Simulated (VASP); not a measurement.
Write the native input for VASP 6.6.1 that does the following.

```
Task                   : single point
Functional             : r2SCAN
Potentials or basis    : VASP PAW PBE potentials, release 64 (Au)
Cutoff                 : 520 eV
k mesh                 : 18 × 18 × 18
Occupations            : gaussian, width 0.05 eV
Spin                   : no spin polarisation
Dipole correction      : no
Further INCAR settings : ALGO = Normal; EDIFF = 1e-06; NBANDS = 12
```

Crystal: Au.

```
Au
1.0
    -1.65231    1.65231    1.65231
     1.65231   -1.65231    1.65231
     1.65231    1.65231   -1.65231
Au
1
Cartesian
  0.0000 0.0000 0.0000
```

The input as run:

POSCAR

```
Au
1.0
   -1.6523098253      1.6523098253      1.6523098253
    1.6523098253     -1.6523098253      1.6523098253
    1.6523098253      1.6523098253     -1.6523098253
Au
1
Direct
    0.0000000000      0.0000000000      0.0000000000
```

INCAR.step1

```
PREC = Accurate
ENCUT = 520
ISMEAR = 0
SIGMA = 0.05
LREAL = F
LASPH = T
NELM = 60
NBANDS = 12
GGA = PE
ALGO = Normal
EDIFF = 1E-4
LWAVE = T
LCHARG = F
```

INCAR.step2

```
PREC = Accurate
ENCUT = 520
EDIFF = 1E-6
ISMEAR = 0
SIGMA = 0.05
LREAL = F
LASPH = T
NELM = 60
ALGO = Normal
ISIF = 2
LWAVE = F
LCHARG = F
METAGGA = R2SCAN
LMIXTAU = T
NBANDS = 12
ISTART = 1
```

KPOINTS

```
regular mesh
0
Gamma
  18 18 18
```

Potentials or basis: VASP PAW PBE potentials, release 64 (Au).

The run is started by

```console
$ cat potpaw_PBE.64/Au/POTCAR > POTCAR
$ cp INCAR.step1 INCAR
$ mpirun -np 1 vasp_std > vasp.out
$ cp INCAR.step2 INCAR
$ mpirun -np 1 vasp_std > vasp.out
```

Results of the run:

* Pressure: -3.6 GPa

Caveat: the PAW data sets were made with another functional, which shifts forces and pressure a little.

Run time: 66 s on 1 thread of Intel Xeon 6975P-C, on a shared host, peak memory 0.18 GiB.
